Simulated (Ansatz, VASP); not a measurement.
Two plane-wave programs on ZrS2

The input POSCAR:

```
ZrS2
1.0
    3.6009111033      0.0000000000      0.0000000000
   -1.8004555516      3.1184804922      0.0000000000
    0.0000000000      0.0000000000      5.9154248369
Zr S
1 2
Direct
    0.0000000000      0.0000000000      0.0000000000
    0.3333333333      0.6666666667      0.2495774573
    0.6666666667      0.3333333333      0.7504225427
```

File INCAR.step1:

```
  ALGO = Normal
  EDIFF = 1E-5
  ENCUT = 550
  GGA = PE
  GGA_COMPAT = F
  ISMEAR = 0
  LASPH = T
  LCHARG = F
  LREAL = F
  LWAVE = T
  NBANDS = 19
  NELM = 120
  PREC = Accurate
  SIGMA = 0.01
```

Contents of INCAR.step2:

```
  ALGO = Normal
  EDIFF = 1E-6
  ENCUT = 550
  GGA_COMPAT = F
  ISIF = 2
  ISMEAR = 0
  ISTART = 1
  LASPH = T
  LCHARG = F
  LMIXTAU = T
  LREAL = F
  LWAVE = F
  METAGGA = R2SCAN
  NBANDS = 19
  NELM = 120
  PREC = Accurate
  SIGMA = 0.01
```

KPOINTS

```
k-points
0
Gamma
  12 12 4
```

Input for Ansatz:

```yaml
crystal:
  lattice:
    - [3.6009111033, 0.0, 0.0]
    - [-1.8004555516, 3.1184804922, 0.0]
    - [0.0, 0.0, 5.9154248369]
  atoms:
    - { symbol: Zr, position: [0.0, 0.0, 0.0] }
    - { symbol: S, position: [0.3333333333, 0.6666666667, 0.2495774573] }
    - { symbol: S, position: [0.6666666667, 0.3333333333, 0.7504225427] }
kpoints:
  mp_grid: { grid: [12, 12, 4] }
  band_path:
    path:
      - [0.0, 0.0, 0.0]
      - [0.5, 0.0, 0.0]
      - [0.3333333333, 0.3333333333, 0.0]
      - [0.0, 0.0, 0.5]
      - [0.5, 0.0, 0.5]
      - [0.3333333333, 0.3333333333, 0.5]
      - [-0.104167, 0.052083, 0.0]
      - [0.0, 0.5, 0.5]
    npoints: 1
hamiltonian:
  xc: r2scan
scf:
  occupations: { method: fixed }
  n_extra_bands: 4
output:
  forces: true
  stress: true
  eigenvalues: true
```

Change from the starting cell: epitaxial_xy strain -2.0%.

Alike in both runs: task single point; functional r2SCAN; k mesh 12 × 12 × 4; no spin polarisation.

```csv
,VASP,Ansatz
version,VASP 6.6.1,Ansatz 0.2.0
potentials or method,"VASP PAW PBE potentials, release 64 (Zr_sv, S)","plane waves, PAW"
plane-wave cutoff (eV),550,500
occupations,"gaussian, width 0.01 eV",fixed
valence electrons in the cell,24,24
```

|  | VASP | Ansatz | Ansatz less VASP |
| --- | --- | --- | --- |
| gap on the k mesh at the Fermi level (eV) | 1.08 | 1.08 | -0.003 |
| pressure (GPa) | 3.3 | 3.3 | +0.04 |
| traceless stress, the component that is largest in VASP (GPa) | -2.38 | -2.40 | -0.026 |
| rms of the force components (eV/Å) | 0.019 | 0.020 | +0.0007 |

VASP's potentials were made for PBE, not for r2SCAN. Atom by atom the forces differ by 0.001 eV/Å (rms over components).
